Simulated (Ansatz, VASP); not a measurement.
## Ag: VASP beside Ansatz

```
Ag
1.0
     2.93000    0.00000    0.00000
    -1.46500    2.53745    0.00000
     0.00000    0.00000    4.98160
Ag
2
Direct
  0.33333 0.66667 0.25000
  0.66667 0.33333 0.75000
```

Change from the starting cell: strain +0.000 along x and y, +0.040 along z, atoms carried along.

Alike in both runs: task single point; functional PBEsol; k mesh 18 × 18 × 10; occupations gaussian, width 0.15 eV; no spin polarisation.

|  | VASP | Ansatz |
| --- | --- | --- |
| version | VASP 6.6.1 | Ansatz 0.2.0 |
| potentials or method | VASP PAW PBE potentials, release 64 (Ag), cutoff 520 eV | scalar-relativistic, plane waves, PAW |
| valence electrons in the cell | 22 | 38 |

```csv
,VASP,Ansatz,Ansatz less VASP
gap on the k mesh at the Fermi level (eV),none,none,-
pressure (GPa),-9.0,-8.9,+0.10
"traceless stress, the component that is largest in VASP (GPa)",-1.58,-1.59,-0.009
```

VASP's potentials were made for PBE, not for PBEsol. A gap of «none» marks a metal or a gap that the smearing closes. The functional is the same, so the differences come from potentials, cutoffs and numerics. VASP's potentials hold 22 valence electrons a cell and Ansatz's 38, so a difference there can come from the potentials and not from the codes.
